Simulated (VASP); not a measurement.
# CaO (I4/mmm) in VASP: further runs, part 2 of 2

VASP 6.6.1. Earlier steps stand in the parts before.

## Step 3: Single point, r2SCAN (in-plane strain +0.005)

File POSCAR:

```
CaO
1.0
    2.4094286118      2.4094286118      0.0000000000
   -2.4094286118      2.4094286118      0.0000000000
    0.0000000000      2.4094286118      2.3902490806
Ca O
1 1
Direct
    0.0000000000      0.0000000000      0.0000000000
    0.5000000000      0.5000000000      0.0000000000
```

File INCAR.step1:

```
SYSTEM = CaO
ALGO = Normal ; EDIFF = 1E-4
ENCUT = 520 ; GGA = PE
ISMEAR = 0 ; LASPH = .TRUE.
LCHARG = .FALSE. ; LREAL = .FALSE.
LWAVE = .TRUE. ; NBANDS = 15
NELM = 100 ; PREC = Accurate
SIGMA = 0.01
```

File INCAR.step2:

```
SYSTEM = CaO
ALGO = Normal ; EDIFF = 1E-7
ENCUT = 520 ; ISIF = 2
ISMEAR = 0 ; ISTART = 1
LASPH = .TRUE. ; LCHARG = .FALSE.
LMIXTAU = .TRUE. ; LREAL = .FALSE.
LWAVE = .FALSE. ; METAGGA = R2SCAN
NBANDS = 15 ; NELM = 100
PREC = Accurate ; SIGMA = 0.01
```

File KPOINTS:

```
k-points
0
G
  8 8 8
  0 0 0
```

Potentials or basis: VASP PAW PBE potentials, release 64 (Ca_sv, O).

Command:

```sh
$ cat potpaw_PBE.64/Ca_sv/POTCAR potpaw_PBE.64/O/POTCAR > POTCAR
$ cp INCAR.step1 INCAR
$ mpirun -np 1 vasp_std > vasp.out
$ cp INCAR.step2 INCAR
$ mpirun -np 1 vasp_std > vasp.out
```

OUTCAR:

```text
SYSTEM = CaO
   EDIFF = 1E-7
   ENCUT = 520
   ISIF = 2
   ISMEAR = 0
   ISTART = 1
   LASPH = .TRUE.
   LREAL = .FALSE.
   METAGGA = R2SCAN
   NELM = 100
   PREC = Accurate

 ion  position               nearest neighbor table
   1  0.000  0.000  0.000-   2 2.39   2 2.39   2 2.41   2 2.41   2 2.41   2 2.41
   2  0.500  0.500  0.000-   1 2.39   1 2.39   1 2.41   1 2.41   1 2.41   1 2.41

  LATTYP: Found a body centered tetragonal cell.
 ALAT       =     3.4074466204
 C/A-ratio  =     1.4029561410

  Lattice vectors:

 A1 = (   2.4094286118,   0.0000000000,  -2.3902490806)
 A2 = (  -2.4094286118,   0.0000000000,  -2.3902490806)
 A3 = (   0.0000000000,   2.4094286118,   2.3902490806)

Analysis of symmetry for initial positions (statically):
=====================================================================
 Subroutine PRICEL returns:
 Original cell was already a primitive cell.

 Routine SETGRP: Setting up the symmetry group for a
 body centered tetragonal supercell.

 Subroutine GETGRP returns: Found 16 space group operations
 (whereof 16 operations were pure point group operations)
 out of a pool of 16 trial point group operations.

The static configuration has the point symmetry D_4h.

Analysis of symmetry for dynamics (positions and initial velocities):
=====================================================================
 Subroutine PRICEL returns:
 Original cell was already a primitive cell.

 Routine SETGRP: Setting up the symmetry group for a
 body centered tetragonal supercell.

 Subroutine GETGRP returns: Found 16 space group operations
 (whereof 16 operations were pure point group operations)
 out of a pool of 16 trial point group operations.

The dynamic configuration has the point symmetry D_4h.

 Subroutine INISYM returns: Found 16 space group operations
 (whereof 16 operations are pure point group operations),
 and found     1 'primitive' translations

----------------------------------------------------------------------------------------

                                     Primitive cell

  volume of cell :      27.7524

  direct lattice vectors                    reciprocal lattice vectors
     2.409428612  2.409428612  0.000000000     0.207518080  0.207518080 -0.209183220
    -2.409428612  2.409428612  0.000000000    -0.207518080  0.207518080 -0.209183220
     0.000000000  2.409428612  2.390249081     0.000000000  0.000000000  0.418366441

  length of vectors
     3.407446620  3.407446620  3.393911741     0.360395792  0.360395792  0.418366441

  position of ions in fractional coordinates (direct lattice)
     0.000000000  0.000000000  0.000000000
     0.500000000  0.500000000  0.000000000

  ion indices of the primitive-cell ions
   primitive index   ion index
                 1           1
                 2           2

----------------------------------------------------------------------------------------

 KPOINTS: k-points

Automatic generation of k-mesh.
 Grid dimensions read from file:
 generate k-points for:    8    8    8

 Generating k-lattice:

  Cartesian coordinates                     Fractional coordinates (reciprocal lattice)
     0.025939760  0.025939760 -0.026147903     0.125000000  0.000000000  0.000000000
    -0.025939760  0.025939760 -0.026147903     0.000000000  0.125000000  0.000000000
     0.000000000  0.000000000  0.052295805     0.000000000  0.000000000  0.125000000

  Length of vectors
     0.045049474  0.045049474  0.052295805

  Shift w.r.t. Gamma in fractional coordinates (k-lattice)
     0.000000000  0.000000000  0.000000000

 Subroutine IBZKPT returns following result:
 ===========================================

 Found     59 irreducible k-points:

 Following reciprocal coordinates:
            Coordinates               Weight
  0.000000  0.000000  0.000000      1.000000
  0.125000  0.000000  0.000000      8.000000
  0.250000  0.000000  0.000000      8.000000
  0.375000  0.000000  0.000000      8.000000
  0.500000  0.000000  0.000000      4.000000
  0.125000  0.125000  0.000000      8.000000
[... 16 lines left out ...]
  0.250000  0.000000  0.125000      4.000000
  0.375000  0.000000  0.125000      8.000000
 [... further k-points ...]
   k-points           NKPTS =     59   k-points in BZ     NKDIM =     59   number of bands    NBANDS=     15
   number of dos      NEDOS =    301   number of ions     NIONS =      2
   total plane-waves  NPLWV =  21952
   dimension x,y,z NGX =    28 NGY =   28 NGZ =   28
   dimension x,y,z NGXF=    56 NGYF=   56 NGZF=   56
   ions per type =               1   1
   NGX,Y,Z   is equivalent  to a cutoff of  13.66, 13.66, 13.72 a.u.
   NGXF,Y,Z  is equivalent  to a cutoff of  27.32, 27.32, 27.43 a.u.
 SYSTEM =  CaO
   PREC   = accura    normal or accurate (medium, high low for compatibility)
   ISTART =      1    job   : 0-new  1-cont  2-samecut
   ICHARG =      0    charge: 1-file 2-atom 10-const
   ISPIN  =      1    spin polarized calculation?
   LNONCOLLINEAR =      F non collinear calculations
   LSORBIT =      F    spin-orbit coupling
   LASPH  =      T    aspherical Exc in radial PAW
   ENCUT  =  520.0 eV  38.22 Ry    6.18 a.u.   6.34  6.34  6.31*2*pi/ulx,y,z
   NELM   =    100;   NELMIN=  2; NELMDL=  0     # of ELM steps
   EDIFF  = 0.1E-06   stopping-criterion for ELM
   LREAL  =      F    real-space projection
   EDIFFG = 0.1E-05   stopping-criterion for IOM
   NSW    =      0    number of steps for IOM
   IBRION =     -1    ionic relax: 0-MD 1-quasi-New 2-CG
   NFREE  =      0    steps in history (QN), initial steepest desc. (CG)
   ISIF   =      2    stress and relaxation
   ISYM   =      2    0-nonsym 1-usesym 2-fastsym
   POTIM  = 0.5000    time-step for ionic-motion
   TEBEG  =    0.0;   TEEND  =   0.0 temperature during run
   PSTRESS=    0.0 pullay stress
   NELECT =      16.0000    total number of electrons
   NUPDOWN=      -1.0000    fix difference up-down
   EMIN   =  10.00;   EMAX   =-10.00  energy-range for DOS
   EFERMI =   0.00;   METHOD = LEGACY
   ISMEAR =     0;   SIGMA  =   0.01  broadening in eV -4-tet -1-fermi 0-gaus
   EFERMI_NEDOS =   21; number of points for ismear=-14 and -15
   IALGO  =     38    algorithm
   IMIX   =      4    mixing-type and parameters
     AMIX     =   0.40;   BMIX     =  1.00
     AMIX_MAG =   1.60;   BMIX_MAG =  1.00
  volume/ion in A,a.u.               =      13.88        93.64
  Fermi-wavevector in a.u.,A,eV,Ry     =   1.362535  2.574818 25.259246  1.856502
  Thomas-Fermi vector in A             =   2.489016
   LORBIT       =      0    0 simple, 1 ext, 2 COOP (PROOUT), +10 PAW based schemes
   METAGGA = R2SCAN    functional components
   LHFCALC =     F    Hartree Fock is set to
   AEXX    =    0.0000 exact exchange contribution
   IVDW    =     0    specifies the selected vdW correction
   LEPSILON=     F    determine dielectric tensor
   LRPA    =     F    only Hartree local field effects (RPA)
 non-spin polarized calculation
 Gauss-broadening in eV      SIGMA  =   0.01
  energy-cutoff  :      520.00
  volume of cell :       27.75
 maximum number of plane-waves:       759
 NGX is ok and might be reduce to    28
   NGX = 13   NGY = 13   NGZ = 13

 number of electron      15.9999997 magnetization

 Free energy of the ion-electron system (eV)
  ---------------------------------------------------
  ext. energy  EPLUGINS =         0.00000000
  ---------------------------------------------------
  free energy    TOTEN  =       -19.45338777 eV

  energy without entropy =      -19.45338777  energy(sigma->0) =      -19.45338777

 E-fermi :   2.1257     XC(G=0): -11.0755

 val. band max:        2.0297205962   @ k =   0.0000   0.0000   0.0000
 cond. band min:       6.1865893104   @ k =   0.0000   0.0000   0.5000
 fundamental gap:      4.1568687142
 Fermi energy:         2.1256606841

 k-point     1 :       0.0000    0.0000    0.0000
  band No.  band energies     occupation
      1     -37.0384      2.00000
      2     -16.9322      2.00000
      3     -16.9322      2.00000
      4     -16.9262      2.00000
      5     -14.4576      2.00000
      6       2.0098      2.00000
      7       2.0098      2.00000
      8       2.0297      2.00000
      9       7.4440      0.00000
     10       8.8525      0.00000
     11       8.8525      0.00000
     12       8.9058      0.00000
     13      10.4287      0.00000
     14      10.5064      0.00000
[... 401 lines left out ...]
      2     -17.7498      2.00000
      3     -17.0485      2.00000
      4     -16.9559      2.00000
      5     -13.5818      2.00000
      6       0.1553      2.00000
      7       1.0685      2.00000
      8       1.3894      2.00000
      9       8.8185      0.00000
     10       9.9763      0.00000
     11      10.0034      0.00000
     12      10.7857      0.00000
     13      12.1407      0.00000
     14      12.4938      0.00000
     15      18.6445      0.00000

 [... further k-points ...]
[... 5 lines left out ...]
  --------------------------------------------------------------------------------------
  -------------------------------------------------------------------------------------
  Total       -0.0385251     -0.0385251      0.2109094      0.0000000      0.0000000      0.0000000
  in kB       -2.2240913     -2.2240913     12.1760177      0.0000000      0.0000000      0.0000000
  external PRESSURE =       2.5759451 kB  Pullay stress =       0.0000000 kB

 VOLUME and BASIS-vectors are now :
 -----------------------------------------------------------------------------
  energy-cutoff  :      520.00
  volume of cell :       27.75
      direct lattice vectors                 reciprocal lattice vectors
     2.409428612  2.409428612  0.000000000     0.207518080  0.207518080 -0.209183220
    -2.409428612  2.409428612  0.000000000    -0.207518080  0.207518080 -0.209183220
     0.000000000  2.409428612  2.390249081     0.000000000  0.000000000  0.418366441

 POSITION                                       TOTAL-FORCE (eV/Angst)
 -----------------------------------------------------------------------------------
      0.00000      0.00000      0.00000         0.000000      0.000000      0.000000
      0.00000      2.40943      0.00000        -0.000000     -0.000000      0.000000
 -----------------------------------------------------------------------------------
    total drift:                               -0.000000      0.000000     -0.000000

  FREE ENERGIE OF THE ION-ELECTRON SYSTEM (eV)
  ---------------------------------------------------
  free  energy   TOTEN  =       -19.4533877674 eV

  energy  without entropy=      -19.4533877674  energy(sigma->0) =      -19.45338777
```

Wall time 61 s (1 thread of Intel Xeon 6975P-C (Granite Rapids), shared host); peak memory 0.18 GiB.

What came out:

```
Free energy            : -19.4534 eV
Pressure               : 0.3 GPa
Band gap on the k mesh : 4.16 eV, indirect (least direct gap 4.56 eV)
```

Caveat: the cell differs from its parent crystal (in-plane strain +0.005); the PAW data sets were made with another functional, which shifts forces and pressure a little.

## Step 4: Single point, r2SCAN (in-plane strain +0.01, then relaxed in part)

File POSCAR:

```
CaO
1.0
    2.4214158188      2.4214158188      0.0000000000
   -2.4214158188      2.4214158188      0.0000000000
    0.0000000000      2.4214158188      2.3848725611
Ca O
1 1
Direct
    0.0000000000      0.0000000000      0.0000000000
    0.5000000000      0.5000000000      0.0000000000
```

File INCAR.step1:

```
SYSTEM = CaO
ALGO = Normal
EDIFF = 1E-4
ENCUT = 520
GGA = PE
ISMEAR = 0
LASPH = .TRUE.
LCHARG = .FALSE.
LREAL = .FALSE.
LWAVE = .TRUE.
NBANDS = 15
NELM = 80
PREC = Accurate
SIGMA = 0.01
```

File INCAR.step2:

```
SYSTEM = CaO
ALGO = Normal
EDIFF = 1E-6
ENCUT = 520
ISIF = 2
ISMEAR = 0
ISTART = 1
LASPH = .TRUE.
LCHARG = .FALSE.
LMIXTAU = .TRUE.
LREAL = .FALSE.
LWAVE = .FALSE.
METAGGA = R2SCAN
NBANDS = 15
NELM = 80
PREC = Accurate
SIGMA = 0.01
```

KPOINTS is that of step 3.

Potentials or basis: VASP PAW PBE potentials, release 64 (Ca_sv, O).

Command:

```sh
$ cat potpaw_PBE.64/Ca_sv/POTCAR potpaw_PBE.64/O/POTCAR > POTCAR
$ cp INCAR.step1 INCAR
$ mpirun -np 1 vasp_std > vasp.out
$ cp INCAR.step2 INCAR
$ mpirun -np 1 vasp_std > vasp.out
```

OUTCAR:

```text
SYSTEM = CaO
   EDIFF = 1E-6
   ENCUT = 520
   ISIF = 2
   ISMEAR = 0
   ISTART = 1
   LASPH = .TRUE.
   LREAL = .FALSE.
   METAGGA = R2SCAN
   NELM = 80
   PREC = Accurate

 ion  position               nearest neighbor table
   1  0.000  0.000  0.000-   2 2.38   2 2.38   2 2.42   2 2.42   2 2.42   2 2.42
   2  0.500  0.500  0.000-   1 2.38   1 2.38   1 2.42   1 2.42   1 2.42   1 2.42

  LATTYP: Found a body centered tetragonal cell.
 ALAT       =     3.4243990911
 C/A-ratio  =     1.3928706892

  Lattice vectors:

 A1 = (   2.4214158188,   0.0000000000,  -2.3848725611)
 A2 = (  -2.4214158188,   0.0000000000,  -2.3848725611)
 A3 = (   0.0000000000,   2.4214158188,   2.3848725611)

Analysis of symmetry for initial positions (statically):
=====================================================================
 Subroutine PRICEL returns:
 Original cell was already a primitive cell.

 Routine SETGRP: Setting up the symmetry group for a
 body centered tetragonal supercell.

 Subroutine GETGRP returns: Found 16 space group operations
 (whereof 16 operations were pure point group operations)
 out of a pool of 16 trial point group operations.

The static configuration has the point symmetry D_4h.

[... 169 lines left out ...]
  band No.  band energies     occupation
      1     -37.1128      2.00000
      2     -17.0138      2.00000
      3     -17.0138      2.00000
      4     -17.0024      2.00000
      5     -14.4863      2.00000
      6       1.9612      2.00000
      7       1.9612      2.00000
      8       1.9984      2.00000
      9       7.3306      0.00000
     10       8.7760      0.00000
     11       8.7760      0.00000
     12       8.8761      0.00000
     13      10.3206      0.00000
     14      10.4721      0.00000
[... 401 lines left out ...]
      2     -17.7942      2.00000
      3     -17.1217      2.00000
      4     -17.0400      2.00000
      5     -13.6491      2.00000
      6       0.1309      2.00000
      7       1.0418      2.00000
      8       1.3672      2.00000
      9       8.7476      0.00000
     10       9.8919      0.00000
     11       9.9272      0.00000
     12      10.7186      0.00000
     13      12.0180      0.00000
     14      12.3484      0.00000
     15      18.5278      0.00000

 [... further k-points ...]
[... 5 lines left out ...]
  --------------------------------------------------------------------------------------
  -------------------------------------------------------------------------------------
  Total       -0.2617420     -0.2617420      0.2028453      0.0000000      0.0000000     -0.0000000
  in kB      -14.9951231    -14.9951231     11.6209515      0.0000000      0.0000000     -0.0000000
  external PRESSURE =      -6.1230983 kB  Pullay stress =       0.0000000 kB

 VOLUME and BASIS-vectors are now :
 -----------------------------------------------------------------------------
  energy-cutoff  :      520.00
  volume of cell :       27.97
      direct lattice vectors                 reciprocal lattice vectors
     2.421415819  2.421415819  0.000000000     0.206490763  0.206490763 -0.209654808
    -2.421415819  2.421415819  0.000000000    -0.206490763  0.206490763 -0.209654808
     0.000000000  2.421415819  2.384872561     0.000000000  0.000000000  0.419309617

 POSITION                                       TOTAL-FORCE (eV/Angst)
 -----------------------------------------------------------------------------------
      0.00000      0.00000      0.00000        -0.000000      0.000000      0.000000
      0.00000      2.42142      0.00000         0.000000     -0.000000      0.000000
 -----------------------------------------------------------------------------------
    total drift:                               -0.000000      0.000000     -0.000000

  FREE ENERGIE OF THE ION-ELECTRON SYSTEM (eV)
  ---------------------------------------------------
  free  energy   TOTEN  =       -19.4516778648 eV

  energy  without entropy=      -19.4516778648  energy(sigma->0) =      -19.45167786
```

OUTCAR.step1:

```text
SYSTEM = CaO
   EDIFF = 1E-4
   ENCUT = 520
   GGA = PE
   ISMEAR = 0
   LASPH = .TRUE.
   LREAL = .FALSE.
[... 654 lines left out ...]
      0.00000      0.00000      0.00000         0.000000     -0.000000      0.000000
      0.00000      2.42142      0.00000         0.000000      0.000000      0.000000
 -----------------------------------------------------------------------------------
    total drift:                               -0.000000      0.000000     -0.000000

  FREE ENERGIE OF THE ION-ELECTRON SYSTEM (eV)
  ---------------------------------------------------
  free  energy   TOTEN  =       -12.8015992911 eV

  energy  without entropy=      -12.8015992911  energy(sigma->0) =      -12.80159929
```

Wall time 55 s (1 thread of Intel Xeon 6975P-C (Granite Rapids), shared host); peak memory 0.17 GiB.

What came out:

```
Free energy            : -19.4517 eV
Pressure               : -0.6 GPa
Band gap on the k mesh : 4.13 eV, indirect (least direct gap 4.56 eV)
```

Levels at points of the mesh, in eV from the valence-band top:
| k point | band 5 | band 6 | band 7 | band 8 | band 9 | band 10 | band 11 | band 12 |
| --- | --- | --- | --- | --- | --- | --- | --- | --- |
| (0.00, 0.00, 0.00) | -16.48 | -0.04 | -0.04 | 0.00 | 5.33 | 6.78 | 6.78 | 6.88 |
| (0.50, 0.00, 0.00) | -15.24 | -2.61 | -1.21 | -1.21 | 7.64 | 8.97 | 8.99 | 9.13 |
| (0.50, 0.50, 0.00) | -16.26 | -1.35 | -0.40 | -0.37 | 4.18 | 8.67 | 9.57 | 10.10 |
| (0.00, 0.00, 0.50) | -16.26 | -1.26 | -0.43 | -0.43 | 4.13 | 8.70 | 9.56 | 10.16 |

Caveat: the cell differs from its parent crystal (in-plane strain +0.01, then relaxed in part); the PAW data sets were made with another functional, which shifts forces and pressure a little.

## Step 5: Single point, r2SCAN (in-plane strain +0.01)

Changes to POSCAR since step 4:

```diff
@@ -4,3 +4,3 @@
    -2.4214158188      2.4214158188      0.0000000000
-    0.0000000000      2.4214158188      2.3848725611
+    0.0000000000      2.4214158188      2.3830567563
 Ca O
```

File INCAR.step1:

```
PREC = Accurate
ENCUT = 520
ISMEAR = 0
SIGMA = 0.01
LREAL = False
LASPH = True
NELM = 100
NBANDS = 15
GGA = PE
ALGO = Normal
EDIFF = 1E-4
LWAVE = True
LCHARG = False
```

File INCAR.step2:

```
PREC = Accurate
ENCUT = 520
EDIFF = 1E-7
ISMEAR = 0
SIGMA = 0.01
LREAL = False
LASPH = True
NELM = 100
ALGO = Normal
ISIF = 2
LWAVE = False
LCHARG = False
METAGGA = R2SCAN
LMIXTAU = True
NBANDS = 15
ISTART = 1
```

File KPOINTS:

```
Automatic mesh
0
Gamma
  8 8 8
```

Command:

```sh
$ cat potpaw_PBE.64/Ca_sv/POTCAR potpaw_PBE.64/O/POTCAR > POTCAR
$ cp INCAR.step1 INCAR
$ mpirun -np 1 vasp_std > vasp.out
$ cp INCAR.step2 INCAR
$ mpirun -np 1 vasp_std > vasp.out
```

Wall time 66 s (1 thread of Intel Xeon 6975P-C (Granite Rapids), shared host); peak memory 0.18 GiB.

The run converged. Its results:

```
Free energy            : -19.4515 eV
Pressure               : -0.5 GPa
Band gap on the k mesh : 4.13 eV, indirect (least direct gap 4.55 eV)
```

Stress tensor (GPa, compression positive):
```
-1.43  0.00  0.00
 0.00 -1.43  0.00
 0.00  0.00  1.38
```

Levels at points of the mesh, in eV from the valence-band top:
| k point | band 4 | band 5 | band 6 | band 7 | band 8 | band 9 | band 10 | band 11 | band 12 | band 13 |
| --- | --- | --- | --- | --- | --- | --- | --- | --- | --- | --- |
| (0.00, 0.00, 0.00) | -19.00 | -16.49 | -0.04 | -0.04 | 0.00 | 5.34 | 6.78 | 6.78 | 6.88 | 8.32 |
| (0.50, 0.00, 0.00) | -19.04 | -15.24 | -2.62 | -1.21 | -1.21 | 7.64 | 8.98 | 8.99 | 9.13 | 11.03 |
| (0.50, 0.50, 0.00) | -19.22 | -16.27 | -1.35 | -0.40 | -0.37 | 4.18 | 8.67 | 9.58 | 10.10 | 10.22 |
| (0.00, 0.00, 0.50) | -19.24 | -16.27 | -1.26 | -0.43 | -0.43 | 4.13 | 8.70 | 9.56 | 10.17 | 10.17 |

Caveat: the cell differs from its parent crystal (in-plane strain +0.01); the PAW data sets were made with another functional, which shifts forces and pressure a little. A k mesh can miss the band edges.

## Step 6: Summary

```csv
cell,gap on the mesh (eV),pressure (GPa)
"a = 3.407, b = 3.407, c = 3.395 Å, angles 59.9, 59.9, 90.0°, 2 atoms",4.16,0.2
"a = 3.407, b = 3.407, c = 3.394 Å, angles 59.9, 59.9, 90.0°, 2 atoms",4.16,0.3
"a = 3.424, b = 3.424, c = 3.399 Å, angles 59.7, 59.7, 90.0°, 2 atoms",4.13,-0.6
"a = 3.424, b = 3.424, c = 3.397 Å, angles 59.7, 59.7, 90.0°, 2 atoms",4.13,-0.5
```

Alike in all rows: task single point; level r2SCAN; potentials or basis VASP PAW PBE potentials, release 64 (Ca_sv, O); no spin polarisation; k mesh 8 × 8 × 8; cutoff (eV) 520; smearing gaussian 0.01 eV.

Caveats: the PAW data sets were made with another functional, which shifts forces and pressure a little.

Absolute energies hang on the potentials; compare differences alone.
